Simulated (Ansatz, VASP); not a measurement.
# One calculation of MgO, two programs

INCAR

```
ALGO     = Normal         # electronic algorithm
EDIFF    = 1E-6           # SCF threshold, eV
ENCUT    = 520            # plane-wave cutoff, eV
GGA      = PS             # functional
ISIF     = 2              # what is computed and relaxed
ISMEAR   = 0              # smearing method
LASPH    = T              # aspherical terms in the spheres
LCHARG   = F              # write CHGCAR
LREAL    = F              # projectors in reciprocal space
LWAVE    = F              # write WAVECAR
NBANDS   = 26             # bands
NELM     = 60             # most SCF steps
PREC     = Accurate       # precision mode
SIGMA    = 0.05           # smearing width, eV
```

The input KPOINTS:

```
k-points
0
Gamma
  6 6 6
```

The input POSCAR:

```
MgO
1.0
    4.4202617148      0.1242565605      0.0941396396
   -0.1242565605     -4.3984429493      0.0178843243
   -0.0941396396      0.0178843243     -4.3325049326
Mg O
4 4
Direct
    0.1555410286      0.0689054174      0.0320378210
    0.5007891358      0.5097687314     -0.0299335654
    0.4319885377     -0.0423310704      0.4426951976
   -0.0725845576      0.4716139987      0.5099813881
    0.6527505915     -0.0948484269      0.0753668429
   -0.0825920329      0.4794819166     -0.0174492843
   -0.0736415571      0.0764955821      0.4987150037
    0.4877488539      0.5309138510      0.4885865964
```

Input for Ansatz:

```yaml
crystal:
  lattice:
    - [4.4202617148, 0.1242565605, 0.0941396396]
    - [-0.1242565605, -4.3984429493, 0.0178843243]
    - [-0.0941396396, 0.0178843243, -4.3325049326]
  atoms:
    - { symbol: Mg, position: [0.1555410286, 0.0689054174, 0.032037821] }
    - { symbol: Mg, position: [0.5007891358, 0.5097687314, -0.0299335654] }
    - { symbol: Mg, position: [0.4319885377, -0.0423310704, 0.4426951976] }
    - { symbol: Mg, position: [-0.0725845576, 0.4716139987, 0.5099813881] }
    - { symbol: O, position: [0.6527505915, -0.0948484269, 0.0753668429] }
    - { symbol: O, position: [-0.0825920329, 0.4794819166, -0.0174492843] }
    - { symbol: O, position: [-0.0736415571, 0.0764955821, 0.4987150037] }
    - { symbol: O, position: [0.4877488539, 0.530913851, 0.4885865964] }
basis:
  ecutwfc: 420
kpoints:
  mp_grid: { grid: [6, 6, 6] }
hamiltonian:
  xc: pbesol
scf:
  occupations: { method: gaussian, width: 0.05 }
output:
  forces: true
  stress: true
  eigenvalues: true
  write_density: true
  write_potential: true
  elf: true
  volumetric_format: npy
```

Change from the starting cell: all atoms moved at random (sigma 0.3 Å a component), cell strained at random (sigma 0.05).

Alike in both runs: task single point; functional PBEsol; k mesh 6 × 6 × 6; occupations gaussian, width 0.05 eV; no spin polarisation.

```csv
,VASP,Ansatz
version,VASP 6.6.1,Ansatz 0.2.0
potentials or method,"VASP PAW PBE potentials, release 64 (Mg, O), cutoff 520 eV","scalar-relativistic, plane waves, PAW"
valence electrons in the cell,32,64
```

Ansatz gave:

- gap on the k mesh at the Fermi level (eV): 0.75
- least direct gap on the mesh (eV): 0.75
- pressure (GPa): 9.5
- traceless stress, the component that is largest in VASP (GPa): -19.50
- rms of the force components (eV/Å): 2.850

Q: Estimate VASP's values.

A: gap on the k mesh at the Fermi level (eV): 0.74; least direct gap on the mesh (eV): 0.74; pressure (GPa): 9.6; traceless stress, the component that is largest in VASP (GPa): -19.74; rms of the force components (eV/Å): 2.885.

VASP's potentials were made for PBE, not for PBEsol. Atom by atom the forces differ by 0.043 eV/Å (rms over components). VASP's potentials hold 32 valence electrons a cell and Ansatz's 64, so a difference there can come from the potentials and not from the codes.
